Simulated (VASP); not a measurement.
Ni, 1 atom in the cell. It takes space group I4/mmm (No. 139, tetragonal). The conventional cell has a = 2.700 Å, b = 2.700 Å, c = 3.677 Å, α = 90.00°, β = 90.00°, γ = 90.00°. Ni (site symmetry 4/mmm) has 12 Ni at 2.65 to 2.70 Å within 3.5 Å.  This cell differs from its parent crystal: strain +0.080 along x and y, +0.040 along z.

| Quantity | Value |
| --- | --- |
| Program | VASP 6.6.1 |
| Task | single point |
| Functional | PBEsol |
| Potentials or basis | VASP PAW PBE potentials, release 64 (Ni) |
| Cutoff | 520 eV |
| k mesh | 22 × 22 × 22 |
| Occupations | gaussian, width 0.15 eV |
| Spin | collinear spin, ferromagnetic start |
| Starting moments | [0.81] μB |
| Dipole correction | no |
| Further INCAR settings | ALGO = Normal; EDIFF = 1e-07; NBANDS = 15 |

Potentials or basis: VASP PAW PBE potentials, release 64 (Ni).

Command:

```console
$ cat potpaw_PBE.64/Ni/POTCAR > POTCAR
$ mpirun -np 1 vasp_std > vasp.out
```

Hardware: 1 thread of Intel Xeon 8259CL, on a shared host.

Question: Estimate the wall time of this run.

Answer: Run time: 9.1 min on 1 thread of Intel Xeon 8259CL, on a shared host, peak memory 0.34 GiB. Counts: scf iterations 15, k points 834.
